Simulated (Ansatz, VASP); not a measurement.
# One calculation of Eu, two programs

The input INCAR:

```
SYSTEM = Eu
  ALGO = Normal
  EDIFF = 1E-7
  ENCUT = 520
  GGA = PE
  ISIF = 2
  ISMEAR = 0
  ISPIN = 2
  LASPH = .True.
  LCHARG = .False.
  LMAXMIX = 6
  LORBIT = 11
  LREAL = .False.
  LWAVE = .False.
  MAGMOM = 7.02
  NBANDS = 18
  NELM = 150
  PREC = Accurate
  SIGMA = 0.03
```

Contents of KPOINTS:

```
k-points
0
Gamma
  10 10 10
  0 0 0
```

File POSCAR:

```
Eu
1.0
   -2.1939508085      2.1939508085      2.1939508085
    2.1939508085     -2.1939508085      2.1939508085
    2.1939508085      2.1939508085     -2.1939508085
Eu
1
Direct
    0.0000000000      0.0000000000      0.0000000000
```

Input for Ansatz:

```yaml
crystal:
  lattice:
    - [-2.1939508085, 2.1939508085, 2.1939508085]
    - [2.1939508085, -2.1939508085, 2.1939508085]
    - [2.1939508085, 2.1939508085, -2.1939508085]
  atoms:
    - { symbol: Eu, position: [0.0, 0.0, 0.0], spin: 7.02 }
hamiltonian:
  xc: pbe
  pseudopotentials:
    kind: paw
    azcp:
      Eu: "pseudopotentials/Eu.paw.azcp"
basis:
  ecutwfc: 420
  fft_grid_basis: typed
kpoints:
  mp_grid: { grid: [10, 10, 10], shift: [0, 0, 0] }
magnetization:
  spin_polarized: true
scf:
  occupations: { method: gaussian, width: 0.03 }
  lower_state_search: "off"
output:
  stress: true
```

Alike in both runs: task single point; functional PBE; k mesh 10 × 10 × 10; occupations gaussian, width 0.03 eV; collinear spin.

|  | VASP | Ansatz |
| --- | --- | --- |
| version | VASP 6.6.1 | Ansatz 0.2.0 |
| potentials or method | VASP PAW PBE potentials, release 64 (Eu), cutoff 520 eV | plane waves (420 eV) with PAW, scalar-relativistic |
| valence electrons in the cell | 17 | 17 |

Ansatz gave:

| Property | Result |
| --- | --- |
| pressure (GPa) | -0.1 |
| net moment per atom (μB) | 7.27 |
| size of the moment on the site where the two differ most (μB) | 7.02 |

**Question.** What did VASP give for the same quantities?

**Answer.** Pressure (GPa): -0.4; net moment per atom (μB): 7.27; size of the moment on the site where the two differ most (μB): 6.67.

Site moments also hang on the region over which each program counts them. With one functional, cell and mesh, what is left measures potentials, basis and numerics.

Spin-orbit coupling is off throughout.
